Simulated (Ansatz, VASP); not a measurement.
## Two plane-wave programs on NiO

Contents of INCAR:

```
SYSTEM = NiO
ALGO = Normal
EDIFF = 1E-6
ENCUT = 600
GGA_COMPAT = .FALSE.
ISIF = 2
ISMEAR = 0
ISPIN = 2
LASPH = .TRUE.
LCHARG = .FALSE.
LMAXMIX = 4
LORBIT = 11
LREAL = .FALSE.
LWAVE = .FALSE.
MAGMOM = 1.91 0.21
NBANDS = 19
NELM = 200
PREC = Accurate
SIGMA = 0.02
```

The input KPOINTS:

```
k-points
0
G
  12 12 12
  0 0 0
```

The input POSCAR:

```
NiO
1.0
    0.0000000000      2.1337376285      2.1337376285
    2.1337376285      0.0000000000      2.1337376285
    2.1337376285      2.1337376285      0.0000000000
Ni O
1 1
Direct
    0.0000000000      0.0000000000      0.0000000000
    0.5000000000      0.5000000000      0.5000000000
```

Input for Ansatz:

```yaml
crystal:
  lattice:
    - [0.0, 2.1337376285, 2.1337376285]
    - [2.1337376285, 0.0, 2.1337376285]
    - [2.1337376285, 2.1337376285, 0.0]
  atoms:
    - { symbol: Ni, position: [0.0, 0.0, 0.0], spin: 1.91 }
    - { symbol: O, position: [0.5, 0.5, 0.5], spin: 0.21 }
basis:
  ecutwfc: 420
kpoints:
  mp_grid: { grid: [12, 12, 12] }
  band_path:
    path:
      - [0.0, 0.0, 0.0]
      - [0.5, 0.0, 0.5]
      - [0.625, 0.25, 0.625]
      - [0.375, 0.375, 0.75]
      - [0.5, 0.5, 0.5]
      - [0.5, 0.25, 0.75]
      - [0.0, 0.0, 0.5]
    npoints: 1
hamiltonian:
  xc: lda
scf:
  occupations: { method: gaussian, width: 0.02 }
  n_extra_bands: 4
output:
  forces: true
  stress: true
  eigenvalues: true
  populations: true
magnetization:
  spin_polarized: true
```

Alike in both runs: task single point; functional LDA; k mesh 12 × 12 × 12; occupations gaussian, width 0.02 eV; collinear spin.

|  | VASP | Ansatz |
| --- | --- | --- |
| version | VASP 6.6.1 | Ansatz 0.2.0 |
| potentials or method | VASP PAW LDA potentials, release 64 (Ni, O), cutoff 600 eV | scalar-relativistic, plane waves, PAW |
| valence electrons in the cell | 16 | 24 |

Ansatz gave:

| Item | Value |
| --- | --- |
| gap on the k mesh at the Fermi level (eV) | none |
| net moment per atom (μB) | 0.24 |
| size of the moment on the site where the two differ most (μB) | 0.40 |

Q: Estimate VASP's values.

A: gap on the k mesh at the Fermi level (eV): none; net moment per atom (μB): 0.18; size of the moment on the site where the two differ most (μB): 0.31.

LDA's correlation is that of Perdew and Zunger in VASP and of Perdew and Wang (1992) in Ansatz. Site moments also hang on the region over which each program counts them. A gap of «none» marks a metal or a gap that the smearing closes. VASP's potentials hold 16 valence electrons a cell and Ansatz's 24, so a difference there can come from the potentials and not from the codes. Ansatz's warnings: moment headroom below auto.
